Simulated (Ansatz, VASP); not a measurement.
# Two plane-wave programs on V

```
CELL_PARAMETERS angstrom
2.63710 0.00000 0.00000
-1.31855 2.28380 0.00000
0.00000 0.00000 9.20048
ATOMIC_POSITIONS crystal
V 0.00000 0.00000 0.00000
V 0.33333 0.66667 0.25000
V 0.00000 0.00000 0.50000
V 0.66667 0.33333 0.75000
```

Alike in both runs: functional PBE; k mesh 18 × 18 × 5; occupations gaussian, width 0.1 eV; no spin polarisation.

Ansatz relaxed the structure, and its values are those at the end. VASP's run is a single point on that final structure, the one shown.

|  | VASP | Ansatz |
| --- | --- | --- |
| version | VASP 6.6.1 | Ansatz 0.2.0 |
| potentials or method | VASP PAW PBE potentials, release 64 (V_sv), cutoff 520 eV | scalar-relativistic, plane waves, PAW |
| valence electrons in the cell | 52 | 52 |

```tsv
	VASP	Ansatz	Ansatz less VASP
gap on the k mesh at the Fermi level (eV)	none	none	-
pressure (GPa)	0.2	0.0	-0.19
```

A gap of «none» marks a metal or a gap that the smearing closes.
